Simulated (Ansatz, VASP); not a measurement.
# SiO2: VASP beside Ansatz

```
Si O
1.0
     4.25490    0.00000    0.00000
     0.00000    4.25490    0.00000
     0.00000    0.00000    2.72520
Si O
2 4
Direct
  0.50000 0.50000 0.50000
  0.00000 0.00000 0.00000
  0.69443 0.69443 0.00000
  0.19443 0.80557 0.50000
  0.30557 0.30557 0.00000
  0.80557 0.19443 0.50000
```

Alike in both runs: task single point; functional LDA; k mesh 6 × 6 × 8; occupations gaussian, width 0.05 eV; no spin polarisation.

|  | VASP | Ansatz |
| --- | --- | --- |
| version | VASP 6.6.1 | Ansatz 0.2.0 |
| potentials or method | VASP PAW LDA potentials, release 64 (Si, O), cutoff 520 eV | scalar-relativistic, plane waves, PAW |
| valence electrons in the cell | 32 | 32 |

|  | VASP | Ansatz | Ansatz less VASP |
| --- | --- | --- | --- |
| gap on the k mesh at the Fermi level (eV) | 4.56 | 4.57 | +0.002 |
| least direct gap on the mesh (eV) | 4.56 | 4.57 | +0.002 |
| pressure (GPa) | -19.8 | -20.7 | -0.88 |
| traceless stress, the component that is largest in VASP (GPa) | -2.27 | -2.84 | -0.562 |
| rms of the force components (eV/Å) | 0.187 | 0.202 | +0.0148 |

Ansatz warns that its potentials were made for another functional, while VASP's fit it. LDA's correlation is that of Perdew and Zunger in VASP and of Perdew and Wang (1992) in Ansatz. Atom by atom the forces differ by 0.015 eV/Å (rms over components).
